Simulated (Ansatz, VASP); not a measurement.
**SnSe2 in VASP and in Ansatz**

INCAR

```
SYSTEM = SnSe2
  ALGO = Normal
  EDIFF = 1E-7
  ENCUT = 520
  GGA = PE
  ISIF = 2
  ISMEAR = -1
  LASPH = .TRUE.
  LCHARG = .FALSE.
  LREAL = .FALSE.
  LWAVE = .FALSE.
  NBANDS = 20
  NELM = 60
  PREC = Accurate
  SIGMA = 0.02
```

The input KPOINTS:

```
k-points
0
G
  8 8 8
  0 0 0
```

POSCAR

```
SnSe2
1.0
    1.9122916093      1.1040620754      6.3350940540
   -1.9122916093      1.1040620754      6.3350940540
    0.0000000000     -2.2081241508      6.3350940540
Sn Se
1 2
Direct
    0.0000000000      0.0000000000      0.0000000000
    0.2505568941      0.2505568941      0.2505568941
    0.7494431059      0.7494431059      0.7494431059
```

Input for Ansatz:

```yaml
crystal:
  lattice:
    - [1.9122916093, 1.1040620754, 6.335094054]
    - [-1.9122916093, 1.1040620754, 6.335094054]
    - [0.0, -2.2081241508, 6.335094054]
  atoms:
    - { symbol: Sn, position: [0.0, 0.0, 0.0] }
    - { symbol: Se, position: [0.2505568941, 0.2505568941, 0.2505568941] }
    - { symbol: Se, position: [0.7494431059, 0.7494431059, 0.7494431059] }
kpoints:
  mp_grid: { grid: [8, 8, 8] }
  band_path:
    path:
      - [[0.0, 0.0, 0.0], [0.5, 0.5, 0.5], [0.8130849855735, 0.1869150144265, 0.5]]
      - [[0.5, -0.1869150144265, 0.1869150144265], [0.5, 6.356111046062e-17, -7.11788246079e-18], [0.0, 0.0, 0.0], [0.3434575072132, -0.3434575072132, 7.293352622585e-35]]
      - [[0.6565424927868, -1.423576492158e-17, 0.3434575072132], [0.5, -8.491475784299e-17, 0.5], [0.0, 0.0, 0.0]]
    npoints: 10
hamiltonian:
  xc: pbe
scf:
  occupations: { method: fermi_dirac, width: 0.02 }
  n_extra_bands: 4
output:
  forces: true
  stress: true
  eigenvalues: true
```

Alike in both runs: task single point; functional PBE; k mesh 8 × 8 × 8; occupations fermi-dirac, width 0.02 eV; no spin polarisation.

```csv
,VASP,Ansatz
version,VASP 6.6.1,Ansatz 0.2.0
potentials or method,"VASP PAW PBE potentials, release 64 (Sn_d, Se)","plane waves, PAW"
plane-wave cutoff (eV),520,420
valence electrons in the cell,26,46
```

VASP gave:

| Property | Result |
| --- | --- |
| pressure (GPa) | 2.9 |
| traceless stress, the component that is largest in VASP (GPa) | 0.18 |
| rms of the force components (eV/Å) | 0.122 |

**Question.** Estimate Ansatz's values.

**Answer.** Pressure (GPa): 2.9; traceless stress, the component that is largest in VASP (GPa): 0.17; rms of the force components (eV/Å): 0.115.

Atom by atom the forces differ by 0.007 eV/Å (rms over components). VASP's potentials hold 26 valence electrons a cell and Ansatz's 46, so a difference there can come from the potentials and not from the codes.
